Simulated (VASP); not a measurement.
Here is a VASP 6.6.1 calculation.

File INCAR:

```
ALGO = Normal
EDIFF = 1E-6
ENCUT = 520
GGA = PE
ISIF = 2
ISMEAR = -1
ISPIN = 2
LASPH = T
LCHARG = F
LMAXMIX = 4
LORBIT = 11
LREAL = F
LWAVE = F
MAGMOM = 1
NBANDS = 15
NELM = 150
PREC = Accurate
SIGMA = 0.1
```

KPOINTS

```
k-points
0
Gamma
  18 18 17
```

The input POSCAR:

```
Ni
1.0
    2.4129102046      0.0000000000      0.0000000000
   -1.2064551023      2.0896415342      0.0000000000
    0.0000000000      0.0000000000      2.3515256274
Ni
1
Direct
    0.0000000000      0.0000000000      0.0000000000
```

Potentials or basis: VASP PAW PBE potentials, release 64 (Ni).

Command:

```console
$ cat potpaw_PBE.64/Ni/POTCAR > POTCAR
$ mpirun -np 1 vasp_std > vasp.out
```

Task: What does it give for the pressure?

Result: -0.2 GPa.

Task: Estimate the site moments.

Result: Ni +0.49 μB.

Task: What does it give for the net moment?

Result: 0.48 μB per cell.

Stress tensor (GPa, compression positive):
```
-0.06  0.00  0.00
 0.00 -0.06  0.00
 0.00  0.00 -0.37
```
